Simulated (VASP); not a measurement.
Runs of VASP 6.6.1 on Sc3InC. It takes space group Pm-3m (No. 221, cubic). The conventional cell has a = 4.551 Å, b = 4.551 Å, c = 4.551 Å, α = 90.00°, β = 90.00°, γ = 90.00°. Within 3.0 Å of Sc (site symmetry 4/mmm) lie 2 C at 2.28 Å. Within 4.2 Å of In (site symmetry m-3m) lie 12 Sc at 3.22 Å and 8 C at 3.94 Å. C (site symmetry m-3m) has 6 Sc at 2.28 Å within 3.0 Å. 

```csv
smearing,gap on the mesh (eV),pressure (GPa)
fermi-dirac 0.05 eV,none,-5.9
fermi-dirac 0.1 eV,none,-5.9
fermi-dirac 0.3 eV,none,-5.4
fermi-dirac 0.2 eV,none,(a)
```

Alike in all rows: task single point; level LDA; potentials or basis VASP PAW LDA potentials, release 64 (Sc_sv, In_d, C); no spin polarisation; cell as given; k mesh 5 × 5 × 5; cutoff (eV) 520.

Problem. Estimate the missing entries.

Solution. (a) -5.7.

Caveats: the cell stands under tension; spin-orbit coupling is left out, which moves the levels of the heavy elements; so wide a smearing shifts energies and pressures (at least some runs).

A k mesh can miss the band edges, and the runs leave out spin-orbit coupling on In.

A gap of «none» marks levels without a gap at the run's occupations.
